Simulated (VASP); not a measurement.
# BaS in VASP: a series of runs, part 2 of 2

VASP 6.6.1.

### Step 3. Single point, r2SCAN (atom 1 (Ba) moved 0.08 Å along y)

POSCAR reads:

```
BaS
1.0
    4.3601207102      0.0000000000      0.0000000000
   -2.1800603551      3.7759752986      0.0000000000
    0.0000000000      0.0000000000      3.9748508368
Ba S
1 1
Direct
    0.0105932896      0.0211865793      0.0000000000
    0.6666666667      0.3333333333      0.5000000000
```

INCAR.step1 reads:

```
PREC     = Accurate       # precision mode
ENCUT    = 520            # plane-wave cutoff, eV
ISMEAR   = 0              # smearing method
SIGMA    = 0.05           # smearing width, eV
LREAL    = F              # projectors in reciprocal space
LASPH    = T              # aspherical terms in the spheres
NELM     = 60             # most SCF steps
NBANDS   = 15             # bands
GGA      = PE             # functional
ALGO     = Normal         # electronic algorithm
EDIFF    = 1E-4           # SCF threshold, eV
LWAVE    = T              # write WAVECAR
LCHARG   = F              # write CHGCAR
```

INCAR.step2 reads:

```
PREC     = Accurate       # precision mode
ENCUT    = 520            # plane-wave cutoff, eV
EDIFF    = 1E-6           # SCF threshold, eV
ISMEAR   = 0              # smearing method
SIGMA    = 0.05           # smearing width, eV
LREAL    = F              # projectors in reciprocal space
LASPH    = T              # aspherical terms in the spheres
NELM     = 60             # most SCF steps
ALGO     = Normal         # electronic algorithm
ISIF     = 2              # what is computed and relaxed
LWAVE    = F              # write WAVECAR
LCHARG   = T              # write CHGCAR
METAGGA  = R2SCAN         # meta-GGA
LMIXTAU  = T            
LELF     = T              # ELF
LVHAR    = T            
NBANDS   = 15             # bands
ISTART   = 1
```

KPOINTS reads:

```
Automatic mesh
0
Gamma
  6 6 6
```

Potentials or basis: VASP PAW PBE potentials, release 64 (Ba_sv, S).

Run with:

```sh
$ cat potpaw_PBE.64/Ba_sv/POTCAR potpaw_PBE.64/S/POTCAR > POTCAR
$ cp INCAR.step1 INCAR
$ mpirun -np 1 vasp_std > vasp.out
$ cp INCAR.step2 INCAR
$ mpirun -np 1 vasp_std > vasp.out
```

It took 50 s on 1 thread of Intel Xeon 6975P-C (Granite Rapids), shared host; peak memory 0.21 GiB.

Results (log left out):

```yaml
Free_energy: -38.9047 eV
Pressure: 0.7 GPa
Largest_force: 0.200 eV/Å
Band_gap_on_the_k_mesh: 2.33 eV, direct
```

Forces in eV/Å, atoms in the order of the input:
```
Ba   0.000 -0.200  0.000
S    0.000  0.200  0.000
```

Stress tensor (GPa, compression positive):
```
1.04 0.00 0.00
0.00 0.15 0.00
0.00 0.00 0.93
```

Levels at points of the mesh, in eV from the valence-band top:
| k point | band 5 | band 6 | band 7 | band 8 | band 9 | band 10 | band 11 | band 12 |
| --- | --- | --- | --- | --- | --- | --- | --- | --- |
| (0.00, 0.00, 0.00) | -11.16 | -0.84 | -0.78 | 0.00 | 2.33 | 3.58 | 5.88 | 6.22 |
| (0.50, 0.00, 0.00) | -10.13 | -2.01 | -0.70 | -0.46 | 2.53 | 5.82 | 6.30 | 6.92 |
| (0.00, 0.50, 0.00) | -10.25 | -1.96 | -0.60 | -0.45 | 2.53 | 5.86 | 6.22 | 6.78 |
| (0.00, 0.00, 0.50) | -9.83 | -2.39 | -0.77 | -0.56 | 4.26 | 4.33 | 5.07 | 5.40 |
| (0.50, 0.00, 0.50) | -10.80 | -1.61 | -1.25 | -1.22 | 3.88 | 5.42 | 7.38 | 7.75 |
| (0.00, 0.50, 0.50) | -10.66 | -1.72 | -1.34 | -1.33 | 4.01 | 5.42 | 7.33 | 7.94 |

Caveat: the cell differs from its parent crystal (atom 1 (Ba) moved 0.08 Å along y); the PAW data sets were made with another functional, which shifts forces and pressure a little; spin-orbit coupling is left out, which moves the levels of the heavy elements. A k mesh can miss the band edges.

### Step 4. Relaxation of shape and atoms at fixed volume, r2SCAN (volume scaled by 1.040)

POSCAR reads:

```
BaS
1.0
    4.4174972993      0.0000000000      0.0000000000
   -2.2087486497      3.8256648824      0.0000000000
    0.0000000000      0.0000000000      4.0271575041
Ba S
1 1
Direct
    0.0000000000      0.0000000000      0.0000000000
    0.6666666667      0.3333333333      0.5000000000
```

INCAR.step1 reads:

```
SYSTEM = BaS
PREC = Accurate ; ENCUT = 600
ISMEAR = 0 ; SIGMA = 0.05
LREAL = .FALSE. ; LASPH = .TRUE.
NELM = 60 ; GGA = PE
ALGO = Normal ; EDIFF = 1E-4
LWAVE = .TRUE. ; LCHARG = .FALSE.
```

INCAR.step2 reads:

```
SYSTEM = BaS
PREC = Accurate ; ENCUT = 600
EDIFF = 1E-6 ; ISMEAR = 0
SIGMA = 0.05 ; LREAL = .FALSE.
LASPH = .TRUE. ; NELM = 60
ALGO = Normal ; ISIF = 4
LWAVE = .FALSE. ; LCHARG = .FALSE.
METAGGA = R2SCAN ; LMIXTAU = .TRUE.
IBRION = 2 ; NSW = 60
EDIFFG = -0.01 ; ISTART = 1
```

KPOINTS reads:

```
regular mesh
0
G
  6 6 6
  0 0 0
```

Run with:

```sh
$ cat potpaw_PBE.64/Ba_sv/POTCAR potpaw_PBE.64/S/POTCAR > POTCAR
$ cp INCAR.step1 INCAR
$ mpirun -np 1 vasp_std > vasp.out
$ cp INCAR.step2 INCAR
$ mpirun -np 1 vasp_std > vasp.out
```

Run time: 3.9 min. Hardware: 1 thread of Oxide Virtual Turin-like, shared host; peak memory 0.19 GiB.

Results (log left out):

* Free energy: -38.9102 eV
* Energy gained by relaxing: 0.0 meV/atom
* Ionic steps: 2
* Pressure after relaxing: -1.0 GPa
* Band gap on the k mesh: 2.38 eV, direct

Final structure:
```
CELL_PARAMETERS angstrom
4.41916 0.00000 0.00000
-2.20958 3.82710 0.00000
0.00000 0.00000 4.02413
ATOMIC_POSITIONS crystal
Ba 0.00000 0.00000 0.00000
S 0.66667 0.33333 0.50000
```

Levels at points of the mesh, in eV from the valence-band top:
```
           k point  band 4  band 5  band 6  band 7  band 8  band 9  band 10  band 11  band 12
(0.00, 0.00, 0.00)  -12.07  -11.08   -0.75   -0.75    0.00    2.38     3.46     5.93     5.93
(0.50, 0.00, 0.00)  -11.99  -10.22   -1.91   -0.60   -0.43    2.57     5.68     6.19     6.75
(0.00, 0.00, 0.50)  -12.13   -9.92   -2.29   -0.61   -0.61    4.29     4.29     5.21     5.22
(0.50, 0.00, 0.50)  -12.23  -10.70   -1.58   -1.21   -1.18    3.86     5.30     7.19     7.59
```

Caveat: the PAW data sets were made with another functional, which shifts forces and pressure a little; spin-orbit coupling is left out, which moves the levels of the heavy elements.

### Step 5. Relaxation of shape and atoms at fixed volume, r2SCAN (volume scaled by 1.070)

POSCAR reads:

```
BaS
1.0
    4.4654628529      0.0000000000      0.0000000000
   -2.2327314265      3.8672042703      0.0000000000
    0.0000000000      0.0000000000      4.0547928991
Ba S
1 1
Direct
    0.0000000000      0.0000000000      0.0000000000
    0.6666666667      0.3333333333      0.5000000000
```

INCAR.step1 reads:

```
SYSTEM = BaS
ALGO     = Normal         ! electronic algorithm
EDIFF    = 1E-4           ! SCF threshold, eV
ENCUT    = 600            ! plane-wave cutoff, eV
GGA      = PE             ! functional
ISMEAR   = 0              ! smearing method
LASPH    = .TRUE.         ! aspherical terms in the spheres
LCHARG   = .FALSE.        ! write CHGCAR
LREAL    = .FALSE.        ! projectors in reciprocal space
LWAVE    = .TRUE.         ! write WAVECAR
NELM     = 80             ! most SCF steps
PREC     = Accurate       ! precision mode
SIGMA    = 0.05           ! smearing width, eV
```

INCAR.step2 reads:

```
SYSTEM = BaS
ALGO     = Normal         ! electronic algorithm
EDIFF    = 1E-6           ! SCF threshold, eV
EDIFFG   = -0.01          ! ionic threshold
ENCUT    = 600            ! plane-wave cutoff, eV
IBRION   = 2              ! ionic algorithm
ISIF     = 4              ! what is computed and relaxed
ISMEAR   = 0              ! smearing method
ISTART   = 1            
LASPH    = .TRUE.         ! aspherical terms in the spheres
LCHARG   = .FALSE.        ! write CHGCAR
LMIXTAU  = .TRUE.       
LREAL    = .FALSE.        ! projectors in reciprocal space
LWAVE    = .FALSE.        ! write WAVECAR
METAGGA  = R2SCAN         ! meta-GGA
NELM     = 80             ! most SCF steps
NSW      = 60             ! ionic steps
PREC     = Accurate       ! precision mode
SIGMA    = 0.05           ! smearing width, eV
```

KPOINTS reads:

```
k-points
0
G
  6 6 6
  0 0 0
```

Run with:

```sh
$ cat potpaw_PBE.64/Ba_sv/POTCAR potpaw_PBE.64/S/POTCAR > POTCAR
$ cp INCAR.step1 INCAR
$ mpirun -np 1 vasp_std > vasp.out
$ cp INCAR.step2 INCAR
$ mpirun -np 1 vasp_std > vasp.out
```

It took 3.1 min on 1 thread of Oxide Virtual Turin-like, shared host; peak memory 0.19 GiB.

It converged, with:

```yaml
Free_energy: -38.8923 eV
Pressure_after_relaxing: -2.0 GPa
Band_gap_on_the_k_mesh: 2.41 eV, direct
```

Final structure:
```xyz
2
Lattice="4.4655 0.0000 0.0000 -2.2327 3.8672 0.0000 0.0000 0.0000 4.0548" Properties=species:S:1:pos:R:3 pbc="T T T"
Ba    0.0000    0.0000    0.0000
S     2.2327    1.2891    2.0274
```

Levels at points of the mesh, in eV from the valence-band top:
| k point | band 5 | band 6 | band 7 | band 8 | band 9 | band 10 | band 11 | band 12 |
| --- | --- | --- | --- | --- | --- | --- | --- | --- |
| (0.00, 0.00, 0.00) | -11.02 | -0.72 | -0.72 | 0.00 | 2.41 | 3.36 | 5.84 | 5.84 |
| (0.50, 0.00, 0.00) | -10.25 | -1.86 | -0.55 | -0.43 | 2.59 | 5.56 | 6.12 | 6.61 |
| (0.00, 0.00, 0.50) | -9.98 | -2.22 | -0.58 | -0.58 | 4.28 | 4.28 | 5.17 | 5.17 |
| (0.50, 0.00, 0.50) | -10.67 | -1.54 | -1.18 | -1.13 | 3.81 | 5.20 | 7.06 | 7.41 |

Caveat: the relaxation stopped at its first step, so nothing moved; the PAW data sets were made with another functional, which shifts forces and pressure a little; spin-orbit coupling is left out, which moves the levels of the heavy elements.

### Step 6. Overview

```csv
task,level,cell,cutoff (eV),gap on the mesh (eV),pressure (GPa)
relaxation of cell and atoms,PBE,"relaxed from a = 4.233, b = 4.233, c = 4.131 Å, angles 90.0, 90.0, 120.0°, 2 atoms",600,1.99,-0.1
single point,r2SCAN,"a = 4.360, b = 4.360, c = 3.975 Å, angles 90.0, 90.0, 120.0°, 2 atoms",520,2.33,0.7
relaxation of shape and atoms at fixed volume,r2SCAN,"relaxed from a = 4.417, b = 4.417, c = 4.027 Å, angles 90.0, 90.0, 120.0°, 2 atoms",600,2.38,-1.0
relaxation of shape and atoms at fixed volume,r2SCAN,"relaxed from a = 4.465, b = 4.465, c = 4.055 Å, angles 90.0, 90.0, 120.0°, 2 atoms",600,2.41,-2.0
```

Alike in all rows: potentials or basis VASP PAW PBE potentials, release 64 (Ba_sv, S); no spin polarisation; k mesh 6 × 6 × 6; smearing gaussian 0.05 eV.

Caveats: spin-orbit coupling is left out, which moves the levels of the heavy elements; the PAW data sets were made with another functional, which shifts forces and pressure a little (some runs); the relaxation stopped at its first step, so nothing moved (some runs).

Total energies depend on the potentials used, so only differences within one code and one set of settings carry meaning.
